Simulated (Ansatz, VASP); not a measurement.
**One calculation of SnO, two programs**

```xyz
4
Lattice="3.8305 0.0000 0.0000 0.0000 3.8305 0.0000 0.0000 0.0000 4.8060" Properties=species:S:1:pos:R:3 pbc="T T T"
Sn    0.0000    1.9153    1.1363
Sn    1.9153    0.0000    3.6697
O     1.9153    1.9153    0.0000
O     0.0000    0.0000    0.0000
```

Change from the starting cell: hydrostatic strain +1.0%.

Alike in both runs: task single point; functional HSE06; k mesh 4 × 4 × 4; no spin polarisation.

|  | VASP | Ansatz |
| --- | --- | --- |
| version | VASP 6.6.1 | Ansatz 0.2.0 |
| potentials or method | VASP PAW PBE potentials, release 64 (Sn_d, O) | plane waves, PAW |
| plane-wave cutoff (eV) | 520 | 420 |
| occupations | gaussian, width 0.01 eV | fixed |
| valence electrons in the cell | 40 | 40 |

Ansatz gave:

| Property | Result |
| --- | --- |
| gap on the k mesh at the Fermi level (eV) | 0.55 |
| pressure (GPa) | -0.7 |
| traceless stress, the component that is largest in VASP (GPa) | 1.21 |
| rms of the force components (eV/Å) | 0.056 |

What did VASP give for the same quantities?

gap on the k mesh at the Fermi level (eV): 0.56; pressure (GPa): -0.4; traceless stress, the component that is largest in VASP (GPa): 1.22; rms of the force components (eV/Å): 0.012.

Atom by atom the forces differ by 0.045 eV/Å (rms over components). Ansatz's warnings: stress exchange threshold loose, stress scf threshold loose.
